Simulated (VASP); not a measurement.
Wanted: the native input for a VASP 6.6.1 run.

```yaml
Task: single point
Functional: PBE
Potentials_or_basis: VASP PAW PBE potentials, release 64 (Nb_sv, As)
Cutoff: 520 eV
k_mesh: 6 × 6 × 8
Occupations: gaussian, width 0.05 eV
Spin: no spin polarisation
Dipole_correction: no
Further_INCAR_settings: ALGO = Normal; EDIFF = 1e-06; NBANDS = 26
```

The structure of NbAs lies in POSCAR:

```
NbAs
1.0
   -1.7258500000      1.7258500000      5.8400000000
    1.7258500000     -1.7258500000      5.8400000000
    1.7258500000      1.7258500000     -5.8400000000
Nb As
2 2
Direct
    0.5064570000     -0.0011570000      0.5128730000
    0.7511050000      0.7596630000      0.0070210000
    0.8934080000      0.4210190000      0.4965690000
    0.1596040000      0.1701210000      0.0020040000
```

The input as run:

INCAR

```
SYSTEM = NbAs
PREC     = Accurate       ! precision mode
ENCUT    = 520            ! plane-wave cutoff, eV
EDIFF    = 1E-6           ! SCF threshold, eV
ISMEAR   = 0              ! smearing method
SIGMA    = 0.05           ! smearing width, eV
LREAL    = .FALSE.        ! projectors in reciprocal space
LASPH    = .TRUE.         ! aspherical terms in the spheres
NELM     = 60             ! most SCF steps
ALGO     = Normal         ! electronic algorithm
ISIF     = 2              ! what is computed and relaxed
LWAVE    = .FALSE.        ! write WAVECAR
LCHARG   = .TRUE.         ! write CHGCAR
GGA      = PE             ! functional
LELF     = .TRUE.         ! ELF
LVHAR    = .TRUE.       
NBANDS   = 26             ! bands
```

KPOINTS

```
regular mesh
0
G
  6 6 8
  0 0 0
```

Potentials or basis: VASP PAW PBE potentials, release 64 (Nb_sv, As).

Run with:

```bash
$ cat potpaw_PBE.64/Nb_sv/POTCAR potpaw_PBE.64/As/POTCAR > POTCAR
$ mpirun -np 1 vasp_std > vasp.out
```

It gave:

The pressure is 4.2 GPa. The largest force is 1.556 eV/Å and the band gap on the k mesh is zero (bands 18 and 19 overlap by 0.10 eV).

Caveat: the cell stands under pressure; forces of over 1 eV/Å act on the atoms, so gaps and moduli don't describe the material at rest.

Wall time 11 min on 1 thread of AMD EPYC 7R13 Processor (Zen 3), on a shared host, peak memory 0.45 GiB.
